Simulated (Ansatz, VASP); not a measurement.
**Ta: VASP beside Ansatz**

The input INCAR:

```
ALGO = Normal ; EDIFF = 1E-8
ENCUT = 520 ; GGA = PS
ISIF = 2 ; ISMEAR = -1
LASPH = True ; LCHARG = False
LEFG = True ; LREAL = False
LWAVE = False ; NBANDS = 12
NELM = 60 ; PREC = Accurate
SIGMA = 0.05
```

The input KPOINTS:

```
k-points
0
Gamma
  15 15 15
```

POSCAR

```
Ta
1.0
   -1.6843056000      1.6843056000      1.6512800000
    1.6843056000     -1.6843056000      1.6512800000
    1.6843056000      1.6843056000     -1.6512800000
Ta
1
Direct
    0.0000000000      0.0000000000      0.0000000000
```

Input for Ansatz:

```yaml
crystal:
  lattice:
    - [-1.6843056, 1.6843056, 1.65128]
    - [1.6843056, -1.6843056, 1.65128]
    - [1.6843056, 1.6843056, -1.65128]
  atoms:
    - { symbol: Ta, position: [0.0, 0.0, 0.0] }
kpoints:
  mp_grid: { grid: [15, 15, 15] }
scf:
  occupations: { method: fermi_dirac, width: 0.05 }
hamiltonian:
  xc: pbesol
  pseudopotentials: { kind: all_electron, datasets: crystal }
output:
  forces: true
  stress: true
  eigenvalues: true
  efg: { contact_densities: true }
```

Change from the starting cell: equal xx and yy strain of +2 %, crystal datasets.

Alike in both runs: task electric field gradients; functional PBEsol; k mesh 15 × 15 × 15; occupations fermi-dirac, width 0.05 eV; no spin polarisation.

|  | VASP | Ansatz |
| --- | --- | --- |
| version | VASP 6.6.1 | Ansatz 0.2.0 |
| potentials or method | VASP PAW PBE potentials, release 64 (Ta_pv), cutoff 520 eV | all-electron PAW with datasets made for the crystal, scalar-relativistic |

VASP gave:

| Quantity | Value |
| --- | --- |
| pressure (GPa) | -10.9 |
| traceless stress, the component that is largest in VASP (GPa) | 1.31 |
| size of Vzz on the site where it differs most (V/Å²) | 9.0 |

**Question.** What did Ansatz give for the same quantities?

**Answer.** Pressure (GPa): -11.0; traceless stress, the component that is largest in VASP (GPa): 1.31; size of Vzz on the site where it differs most (V/Å²): 10.0.

VASP's potentials were made for PBE, not for PBEsol. Ansatz ran all-electron here, and VASP with PAW potentials.

Spin-orbit coupling is off throughout.
